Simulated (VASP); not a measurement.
Wanted: the native input for a VASP 6.6.1 run.

- Task: single point
- Functional: LDA
- Potentials or basis: VASP PAW LDA potentials, release 64 (Ti_sv, O)
- Cutoff: 520 eV
- k mesh: 6 × 6 × 2
- Occupations: gaussian, width 0.01 eV
- Spin: no spin polarisation
- Dipole correction: no
- Further INCAR settings: ALGO = Normal; EDIFF = 1e-06; NBANDS = 60

The structure of TiO2 lies in POSCAR:

```
TiO2
1.0
    1.4740970000     -4.7965300000      0.0000000000
    1.4740970000      4.7965300000      0.0000000000
    0.0000000000      0.0000000000     10.2352230000
Ti O
4 8
Direct
    0.1330870000      0.8669130000      0.5831420000
    0.8669130000      0.1330870000      0.4168580000
    0.1330870000      0.8669130000      0.9168580000
    0.8669130000      0.1330870000      0.0831420000
    0.7544000000      0.2456000000      0.8971340000
    0.2456000000      0.7544000000      0.1028660000
    0.2456000000      0.7544000000      0.3971340000
    0.7544000000      0.2456000000      0.6028660000
    0.0657650000      0.9342350000      0.7500000000
    0.9342350000      0.0657650000      0.2500000000
    0.5000000000      0.5000000000      0.5000000000
    0.5000000000      0.5000000000      0.0000000000
```

One way to write it, as run:

INCAR

```
SYSTEM = TiO2
PREC = Accurate ; ENCUT = 520
EDIFF = 1E-6 ; ISMEAR = 0
SIGMA = 0.01 ; LREAL = .False.
LASPH = .True. ; NELM = 60
ALGO = Normal ; ISIF = 2
LWAVE = .False. ; LCHARG = .True.
GGA = CA ; LELF = .True.
LVHAR = .True. ; NBANDS = 60
```

KPOINTS

```
Automatic mesh
0
Gamma
  6 6 2
  0 0 0
```

Potentials or basis: VASP PAW LDA potentials, release 64 (Ti_sv, O).

The run is started by

```console
$ cat potpaw_LDA.64/Ti_sv/POTCAR potpaw_LDA.64/O/POTCAR > POTCAR
$ mpirun -np 1 vasp_std > vasp.out
```

Results of the run:

```
Pressure               : -11.1 GPa
Largest force          : 0.612 eV/Å
Band gap on the k mesh : 2.48 eV (least direct gap 2.59 eV)
```

Caveat: the cell stands under tension.

It took 5.4 min on 1 thread of Intel(R) Xeon(R) Platinum 8375C CPU @ 2.90GHz (Ice Lake), on a shared host, peak memory 0.36 GiB.
